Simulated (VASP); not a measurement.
# Yb (Fd-3m) in VASP: single point with PBEsol

Aim: the single point of Yb with PBEsol.

Everything below comes from runs of VASP 6.6.1. Logs are shortened: lines on timing, memory, paths and dates and some standing lists are left out, and cuts for length are marked.

**1. The cell of the first run**

The structure is cubic, space group Fd-3m (No. 227). The conventional cell has a = 8.338 Å, b = 8.338 Å, c = 8.338 Å, α = 90.00°, β = 90.00°, γ = 90.00°. Within 4.7 Å of Yb (site symmetry -43m) lie 4 Yb at 3.61 Å.

This isn't the form of Yb at room conditions, which is fcc.

**2. Single point, PBEsol**

Input file INCAR:

```
SYSTEM = Yb
PREC = Accurate
ENCUT = 520
EDIFF = 1E-6
ISMEAR = -1
SIGMA = 0.1
LREAL = .FALSE.
LASPH = .TRUE.
NELM = 100
ALGO = Normal
ISIF = 2
LWAVE = .FALSE.
LCHARG = .TRUE.
GGA = PS
LELF = .TRUE.
LVHAR = .TRUE.
NBANDS = 31
```

Input file KPOINTS:

```
Automatic mesh
0
G
  11 11 11
  0 0 0
```

Input file POSCAR:

```
Yb
1.0
    0.0000000000      4.1687677301      4.1687677301
    4.1687677301      0.0000000000      4.1687677301
    4.1687677301      4.1687677301      0.0000000000
Yb
2
Direct
    0.1250000000      0.1250000000      0.1250000000
    0.8750000000      0.8750000000      0.8750000000
```

Potentials or basis: VASP PAW PBE potentials, release 64 (Yb).

On the command line:

```console
$ cat potpaw_PBE.64/Yb/POTCAR > POTCAR
$ mpirun -np 1 vasp_std > vasp.out
```

OUTCAR:

```text
SYSTEM = Yb
   PREC = Accurate
   ENCUT = 520
   EDIFF = 1E-6
   ISMEAR = -1
   LREAL = .FALSE.
   LASPH = .TRUE.
   NELM = 100
   ISIF = 2
   GGA = PS

 ion  position               nearest neighbor table
   1  0.125  0.125  0.125-   2 3.61   2 3.61   2 3.61   2 3.61
   2  0.875  0.875  0.875-   1 3.61   1 3.61   1 3.61   1 3.61

  LATTYP: Found a face centered cubic cell.
 ALAT       =     8.3375354602

  Lattice vectors:

 A1 = (   0.0000000000,   4.1687677301,   4.1687677301)
 A2 = (   4.1687677301,   0.0000000000,   4.1687677301)
 A3 = (   4.1687677301,   4.1687677301,   0.0000000000)

Analysis of symmetry for initial positions (statically):
=====================================================================
 Subroutine PRICEL returns:
 Original cell was already a primitive cell.

 Routine SETGRP: Setting up the symmetry group for a
 face centered cubic supercell.

 Subroutine GETGRP returns: Found 48 space group operations
 (whereof 12 operations were pure point group operations)
 out of a pool of 48 trial point group operations.

The static configuration has the point symmetry D_3d.
 The point group associated with its full space group is O_h .

Analysis of symmetry for dynamics (positions and initial velocities):
=====================================================================
 Subroutine PRICEL returns:
 Original cell was already a primitive cell.

 Routine SETGRP: Setting up the symmetry group for a
 face centered cubic supercell.

 Subroutine GETGRP returns: Found 48 space group operations
 (whereof 12 operations were pure point group operations)
 out of a pool of 48 trial point group operations.

The dynamic configuration has the point symmetry D_3d.
 The point group associated with its full space group is O_h .

 Subroutine INISYM returns: Found 48 space group operations
 (whereof 12 operations are pure point group operations),
 and found     1 'primitive' translations

----------------------------------------------------------------------------------------

                                     Primitive cell

  volume of cell :     144.8949

  direct lattice vectors                    reciprocal lattice vectors
     0.000000000  4.168767730  4.168767730    -0.119939520  0.119939520  0.119939520
     4.168767730  0.000000000  4.168767730     0.119939520 -0.119939520  0.119939520
     4.168767730  4.168767730  0.000000000     0.119939520  0.119939520 -0.119939520

  length of vectors
     5.895527862  5.895527862  5.895527862     0.207741342  0.207741342  0.207741342

  position of ions in fractional coordinates (direct lattice)
     0.125000000  0.125000000  0.125000000
     0.875000000  0.875000000  0.875000000

  ion indices of the primitive-cell ions
   primitive index   ion index
                 1           1
                 2           2

----------------------------------------------------------------------------------------

 KPOINTS: Automatic mesh

Automatic generation of k-mesh.
 Grid dimensions read from file:
 generate k-points for:   11   11   11

 Generating k-lattice:

  Cartesian coordinates                     Fractional coordinates (reciprocal lattice)
    -0.010903593  0.010903593  0.010903593     0.090909091  0.000000000  0.000000000
     0.010903593 -0.010903593  0.010903593     0.000000000  0.090909091  0.000000000
     0.010903593  0.010903593 -0.010903593     0.000000000  0.000000000  0.090909091

  Length of vectors
     0.018885577  0.018885577  0.018885577

  Shift w.r.t. Gamma in fractional coordinates (k-lattice)
     0.000000000  0.000000000  0.000000000

 Subroutine IBZKPT returns following result:
 ===========================================

 Found     56 irreducible k-points:

 Following reciprocal coordinates:
            Coordinates               Weight
  0.000000  0.000000  0.000000      1.000000
  0.090909  0.000000  0.000000      8.000000
  0.181818  0.000000  0.000000      8.000000
  0.272727  0.000000  0.000000      8.000000
  0.363636  0.000000  0.000000      8.000000
  0.454545  0.000000  0.000000      8.000000
[... 16 lines left out ...]
 -0.272727  0.181818  0.000000     24.000000
 -0.181818  0.181818  0.000000     12.000000
 [... further k-points ...]
   k-points           NKPTS =     56   k-points in BZ     NKDIM =     56   number of bands    NBANDS=     31
   number of dos      NEDOS =    301   number of ions     NIONS =      2
   total plane-waves  NPLWV = 110592
   dimension x,y,z NGX =    48 NGY =   48 NGZ =   48
   dimension x,y,z NGXF=    96 NGYF=   96 NGZF=   96
   ions per type =               2
   NGX,Y,Z   is equivalent  to a cutoff of  13.54, 13.54, 13.54 a.u.
   NGXF,Y,Z  is equivalent  to a cutoff of  27.07, 27.07, 27.07 a.u.
 SYSTEM =  Yb
   PREC   = accura    normal or accurate (medium, high low for compatibility)
   ISTART =      0    job   : 0-new  1-cont  2-samecut
   ICHARG =      2    charge: 1-file 2-atom 10-const
   ISPIN  =      1    spin polarized calculation?
   LNONCOLLINEAR =      F non collinear calculations
   LSORBIT =      F    spin-orbit coupling
   LASPH  =      T    aspherical Exc in radial PAW
   ENCUT  =  520.0 eV  38.22 Ry    6.18 a.u.  10.96 10.96 10.96*2*pi/ulx,y,z
   NELM   =    100;   NELMIN=  2; NELMDL= -5     # of ELM steps
   EDIFF  = 0.1E-05   stopping-criterion for ELM
   LREAL  =      F    real-space projection
   EDIFFG = 0.1E-04   stopping-criterion for IOM
   NSW    =      0    number of steps for IOM
   IBRION =     -1    ionic relax: 0-MD 1-quasi-New 2-CG
   NFREE  =      0    steps in history (QN), initial steepest desc. (CG)
   ISIF   =      2    stress and relaxation
   ISYM   =      2    0-nonsym 1-usesym 2-fastsym
   POTIM  = 0.5000    time-step for ionic-motion
   TEBEG  =    0.0;   TEEND  =   0.0 temperature during run
   PSTRESS=    0.0 pullay stress
   NELECT =      48.0000    total number of electrons
   NUPDOWN=      -1.0000    fix difference up-down
   EMIN   =  10.00;   EMAX   =-10.00  energy-range for DOS
   EFERMI =   0.00;   METHOD = LEGACY
   ISMEAR =    -1;   SIGMA  =   0.10  broadening in eV -4-tet -1-fermi 0-gaus
   EFERMI_NEDOS =   21; number of points for ismear=-14 and -15
   IALGO  =     38    algorithm
   IMIX   =      4    mixing-type and parameters
     AMIX     =   0.40;   BMIX     =  1.00
     AMIX_MAG =   1.60;   BMIX_MAG =  1.00
  volume/ion in A,a.u.               =      72.45       488.90
  Fermi-wavevector in a.u.,A,eV,Ry     =   1.132759  2.140604 17.458222  1.283143
  Thomas-Fermi vector in A             =   2.269461
   LORBIT       =      0    0 simple, 1 ext, 2 COOP (PROOUT), +10 PAW based schemes
   GGA     = PS    functional components
   LHFCALC =     F    Hartree Fock is set to
   AEXX    =    0.0000 exact exchange contribution
   IVDW    =     0    specifies the selected vdW correction
   LEPSILON=     F    determine dielectric tensor
   LRPA    =     F    only Hartree local field effects (RPA)
 non-spin polarized calculation
  energy-cutoff  :      520.00
  volume of cell :      144.89
 maximum number of plane-waves:      3928
 NGX is ok and might be reduce to    48
   NGX = 21   NGY = 21   NGZ = 21

 number of electron      47.9999990 magnetization

 Free energy of the ion-electron system (eV)
  ---------------------------------------------------
  ext. energy  EPLUGINS =         0.00000000
  ---------------------------------------------------
  free energy    TOTEN  =        -5.21078264 eV

  energy without entropy =       -5.03641025  energy(sigma->0) =       -5.12359645

 E-fermi :  -0.4616     XC(G=0):  -6.7416

 val. band max:       -0.4898064866   @ k =  -0.3636   0.4545   0.1818
 cond. band min:      -0.4405172401   @ k =   0.3636   0.2727   0.0909
 fundamental gap:      0.0492892466
 Fermi energy:        -0.4615911765

 k-point     1 :       0.0000    0.0000    0.0000
  band No.  band energies     occupation
      1     -52.7856      2.00000
      2     -52.7697      2.00000
      3     -25.2447      2.00000
      4     -25.2447      2.00000
      5     -25.2447      2.00000
      6     -25.1233      2.00000
[... 23 lines left out ...]
     30       1.4267      0.00000
     31       1.4267      0.00000

 k-point     2 :       0.0909    0.0000    0.0000
  band No.  band energies     occupation
      1     -52.7853      2.00000
      2     -52.7699      2.00000
      3     -25.2457      2.00000
      4     -25.2457      2.00000
      5     -25.2442      2.00000
      6     -25.1240      2.00000
[... 23 lines left out ...]
     30       1.4329      0.00000
     31       1.4329      0.00000

 k-point     3 :       0.1818    0.0000    0.0000
  band No.  band energies     occupation
      1     -52.7846      2.00000
      2     -52.7706      2.00000
      3     -25.2482      2.00000
      4     -25.2482      2.00000
      5     -25.2428      2.00000
      6     -25.1258      2.00000
[... 23 lines left out ...]
     30       1.4693      0.00000
     31       1.4693      0.00000

 k-point     4 :       0.2727    0.0000    0.0000
  band No.  band energies     occupation
      1     -52.7836      2.00000
      2     -52.7716      2.00000
      3     -25.2513      2.00000
      4     -25.2513      2.00000
      5     -25.2409      2.00000
      6     -25.1282      2.00000
[... 23 lines left out ...]
     30       1.5753      0.00000
     31       1.5753      0.00000

 k-point     5 :       0.3636    0.0000    0.0000
  band No.  band energies     occupation
      1     -52.7825      2.00000
      2     -52.7727      2.00000
      3     -25.2541      2.00000
      4     -25.2541      2.00000
      5     -25.2391      2.00000
      6     -25.1305      2.00000
[... 23 lines left out ...]
     30       1.7469      0.00000
     31       1.7469      0.00000
[... 542 lines left out ...]
     30       1.8966      0.00000
     31       2.0273      0.00000

 k-point    22 :      -0.3636    0.1818    0.0000
  band No.  band energies     occupation
      1     -52.7811      2.00000
      2     -52.7741      2.00000
      3     -25.2644      2.00000
      4     -25.2573      2.00000
      5     -25.2235      2.00000
      6     -25.1460      2.00000
[... 23 lines left out ...]
     30       1.7602      0.00000
     31       2.1456      0.00000

 k-point    23 :      -0.2727    0.1818    0.0000
  band No.  band energies     occupation
      1     -52.7821      2.00000
      2     -52.7731      2.00000
      3     -25.2622      2.00000
      4     -25.2544      2.00000
      5     -25.2282      2.00000
      6     -25.1411      2.00000
[... 23 lines left out ...]
     30       1.6117      0.00000
     31       1.9581      0.00000

 k-point    24 :      -0.1818    0.1818    0.0000
  band No.  band energies     occupation
      1     -52.7832      2.00000
      2     -52.7720      2.00000
      3     -25.2580      2.00000
      4     -25.2513      2.00000
      5     -25.2341      2.00000
      6     -25.1350      2.00000
[... 23 lines left out ...]
     30       1.5224      0.00000
     31       1.7054      0.00000

 [... further k-points ...]

------------------------ aborting loop because EDIFF is reached ----------------------------------------

  FORCE on cell =-STRESS in cart. coord.  units (eV):
  Direction    XX          YY          ZZ          XY          YZ          ZX
  --------------------------------------------------------------------------------------
  -------------------------------------------------------------------------------------
  Total       -0.4927093     -0.4927093     -0.4927093     -0.0000000     -0.0000000     -0.0000000
  in kB       -5.4481397     -5.4481397     -5.4481397     -0.0000000     -0.0000000     -0.0000000
  external PRESSURE =      -5.4481397 kB  Pullay stress =       0.0000000 kB

 VOLUME and BASIS-vectors are now :
 -----------------------------------------------------------------------------
  energy-cutoff  :      520.00
  volume of cell :      144.89
      direct lattice vectors                 reciprocal lattice vectors
     0.000000000  4.168767730  4.168767730    -0.119939520  0.119939520  0.119939520
     4.168767730  0.000000000  4.168767730     0.119939520 -0.119939520  0.119939520
     4.168767730  4.168767730  0.000000000     0.119939520  0.119939520 -0.119939520

 POSITION                                       TOTAL-FORCE (eV/Angst)
 -----------------------------------------------------------------------------------
      1.04219      1.04219      1.04219         0.000000     -0.000000     -0.000000
      7.29534      7.29534      7.29534        -0.000000      0.000000      0.000000
 -----------------------------------------------------------------------------------
    total drift:                                0.000000      0.000000      0.000000

  FREE ENERGIE OF THE ION-ELECTRON SYSTEM (eV)
  ---------------------------------------------------
  free  energy   TOTEN  =        -5.2107826410 eV

  energy  without entropy=       -5.0364102511  energy(sigma->0) =       -5.12359645
```

Wall time 12 min (1 thread of AMD EPYC 7R13 (Zen 3), shared host); peak memory 0.42 GiB.

What came out:

```yaml
Free_energy: -5.2108 eV
Pressure: -0.5 GPa
Band_gap_on_the_k_mesh: zero (bands 24 and 25 overlap by 1.16 eV)
```

Caveat: the PAW data sets were made with another functional, which shifts forces and pressure a little; spin-orbit coupling is left out, which moves the levels of the heavy elements. Spin polarisation is off, so any magnetic state and its effect on volume and gap are missing.

The gap in the log of VASP goes by the Fermi energy; the results here count the filled bands.